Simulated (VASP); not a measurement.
Write the native input for VASP 6.6.1 that does the following.

| Item | Value |
| --- | --- |
| Task | band structure |
| Functional | PBE |
| Potentials or basis | VASP PAW PBE potentials, release 64 (Sn_d, Se) |
| Cutoff | 280 eV |
| k mesh | 9 × 9 × 1 |
| Occupations | gaussian, width 0.03 eV |
| Spin | no spin polarisation |
| Tolerance level | tight |
| Dipole correction | yes |
| Purpose | bands |
| Route | fixed density (ICHARG 11) |
| Further INCAR settings | ALGO = Normal; EDIFF = 1e-06; NBANDS = 26; NELMDL = -8 |

The system is SnSe2, a sheet with vacuum.

```
Sn Se
1.0
     3.81100    0.00000    0.00000
     5.71650    3.30042    0.00000
     0.00000    0.00000   19.05573
Sn Se
1 2
Direct
  0.00000 0.00000 0.50000
  0.00000 0.33333 0.58018
  0.00000 0.66667 0.41982
```

One way to write it, as run:

POSCAR

```
SnSe2
1.0
    3.8110000000      0.0000000000      0.0000000000
    5.7165000000      3.3004228138      0.0000000000
    0.0000000000      0.0000000000     19.0557280000
Sn Se
1 2
Direct
    0.0000000000      0.0000000000      0.5000000000
    0.0000000000      0.3333333333      0.5801787263
    0.0000000000      0.6666666667      0.4198212737
```

INCAR.step1

```
SYSTEM = SnSe2
GGA = PE
LDIPOL = .TRUE.
IDIPOL = 3
DIPOL = 0.5 0.5 0.500
ISMEAR = 0
SIGMA = 0.03
LWAVE = .FALSE.
LCHARG = .TRUE.
NBANDS = 26
PREC = Accurate
LASPH = .TRUE.
LREAL = .FALSE.
ALGO = Normal
EDIFF = 1E-6
NELM = 120
GGA_COMPAT = .FALSE.
ENCUT = 280
EFERMI = MIDGAP
NELMDL = -8
```

KPOINTS.step1

```
Automatic mesh
0
Gamma
  9 9 1
  0 0 0
```

INCAR.step2

```
SYSTEM = SnSe2
GGA = PE
LDIPOL = .TRUE.
IDIPOL = 3
DIPOL = 0.5 0.5 0.500
ISMEAR = 0
SIGMA = 0.03
LWAVE = .FALSE.
LCHARG = .FALSE.
NBANDS = 26
PREC = Accurate
LASPH = .TRUE.
LREAL = .FALSE.
ALGO = Normal
EDIFF = 1E-6
NELM = 120
GGA_COMPAT = .FALSE.
ENCUT = 280
EFERMI = MIDGAP
NELMDL = -8
ICHARG = 11
```

KPOINTS.step2

```
path GMKGALHA,LM,KH
12
line-mode
reciprocal
 0.0000000000  0.0000000000  0.0000000000  G
 0.5000000000  0.5000000000  0.0000000000  M

 0.5000000000  0.5000000000  0.0000000000  M
 0.3333333333  0.0000000000  0.0000000000  K

 0.3333333333  0.0000000000  0.0000000000  K
 0.0000000000  0.0000000000  0.0000000000  G

 0.0000000000  0.0000000000  0.0000000000  G
 0.0000000000  0.0000000000 -0.5000000000  A

 0.0000000000  0.0000000000 -0.5000000000  A
 0.5000000000  0.5000000000 -0.5000000000  L

 0.5000000000  0.5000000000 -0.5000000000  L
 0.3333333333  0.0000000000 -0.5000000000  H

 0.3333333333  0.0000000000 -0.5000000000  H
 0.0000000000  0.0000000000 -0.5000000000  A

 0.5000000000  0.5000000000 -0.5000000000  L
 0.5000000000  0.5000000000  0.0000000000  M

 0.3333333333  0.0000000000  0.0000000000  K
 0.3333333333  0.0000000000 -0.5000000000  H
```

Potentials or basis: VASP PAW PBE potentials, release 64 (Sn_d, Se).

The run is started by

```bash
$ cat potpaw_PBE.64/Sn_d/POTCAR potpaw_PBE.64/Se/POTCAR > POTCAR
$ cp INCAR.step1 INCAR
$ cp KPOINTS.step1 KPOINTS
$ mpirun -np 1 vasp_std > vasp.out
$ cp INCAR.step2 INCAR
$ cp KPOINTS.step2 KPOINTS
$ mpirun -np 1 vasp_std > vasp.out
```

It gave:

```yaml
Band_gap_on_the_k_mesh: 1.03 eV (least direct gap 1.31 eV)
Band_gap_along_the_path: 0.96 eV (least direct gap 1.26 eV)
```

Caveat: the log is that of the step along the path at fixed density, whose energy, stress, charges and moments have no meaning; spin-orbit coupling is left out, which moves the levels of the heavy elements.

Wall time 8.6 min on 1 thread of Intel(R) Xeon(R) Platinum 8259CL CPU @ 2.50GHz (Skylake/Cascade Lake), with other jobs on the host, peak memory 0.42 GiB.
